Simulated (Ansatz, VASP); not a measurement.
# CoRe2: VASP beside Ansatz

```
Co Re
1.0
     1.35997    0.78518    6.38697
    -1.35997    0.78518    6.38697
     0.00000   -1.57036    6.38697
Co Re
1 2
Direct
  0.00000 0.00000 0.00000
  0.77555 0.77555 0.77555
  0.22445 0.22445 0.22445
```

Alike in both runs: functional PBE; k mesh 18 × 18 × 18; occupations gaussian, width 0.1 eV; no spin polarisation.

Ansatz relaxed the structure, and its values are those at the end. VASP's run is a single point on that final structure, the one shown.

```csv
,VASP,Ansatz
version,VASP 6.6.1,Ansatz 0.2.0
potentials or method,"VASP PAW PBE potentials, release 64 (Co, Re), cutoff 520 eV","scalar-relativistic, plane waves, PAW"
valence electrons in the cell,23,47
```

|  | VASP | Ansatz | Ansatz less VASP |
| --- | --- | --- | --- |
| gap on the k mesh at the Fermi level (eV) | none | none | - |
| pressure (GPa) | -0.2 | 0.0 | +0.26 |
| rms of the force components (eV/Å) | 0.009 | 0.001 | -0.0087 |

A gap of «none» marks a metal or a gap that the smearing closes. VASP's potentials hold 23 valence electrons a cell and Ansatz's 47, so a difference there can come from the potentials and not from the codes.

Neither program's run includes spin-orbit coupling.
